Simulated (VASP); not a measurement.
Runs of VASP 6.6.1 on Al. The structure is that of space group P6_3/mmc (No. 194), or close to it. The cells are those of the table. 

```tsv
task	cell	k mesh	cutoff (eV)	gap on the mesh (eV)	pressure (GPa)
single point	a = 2.893, b = 2.893, c = 4.653 Å, angles 90.0, 90.0, 120.0°, 2 atoms	20 × 20 × 11	520	none	0.0
single point	a = 2.968, b = 2.968, c = 4.774 Å, angles 90.0, 90.0, 120.0°, 2 atoms	14 × 14 × 8	520	none	-4.8
single point	a = 2.893, b = 2.893, c = 4.653 Å, angles 90.0, 90.0, 120.0°, 2 atoms	14 × 14 × 8	520	none	-0.1
single point	a = 2.893, b = 2.893, c = 4.653 Å, angles 90.0, 90.0, 120.0°, 2 atoms	13 × 13 × 7	520	none	-0.1
single point	a = 2.931, b = 2.931, c = 4.715 Å, angles 90.0, 90.0, 120.0°, 2 atoms	14 × 14 × 8	520	none	-2.7
single point	a = 2.854, b = 2.854, c = 4.591 Å, angles 90.0, 90.0, 120.0°, 2 atoms	14 × 14 × 8	520	none	(a)
relaxation of cell and atoms	relaxed from a = 2.863, b = 2.863, c = 4.676 Å, angles 90.0, 90.0, 120.0°, 2 atoms	13 × 13 × 7	600	none	0.0
single point	a = 3.004, b = 3.004, c = 4.833 Å, angles 90.0, 90.0, 120.0°, 2 atoms	14 × 14 × 8	520	none	-6.5
```

Alike in all rows: level revPBE; potentials or basis VASP PAW PBE potentials, release 64 (Al); no spin polarisation; smearing fermi-dirac 0.1 eV.

Problem. Estimate the missing entries.

Solution. (a) 3.2.

Caveats: the PAW data sets were made with another functional, which shifts forces and pressure a little.

A gap of «none» marks levels without a gap at the run's occupations.
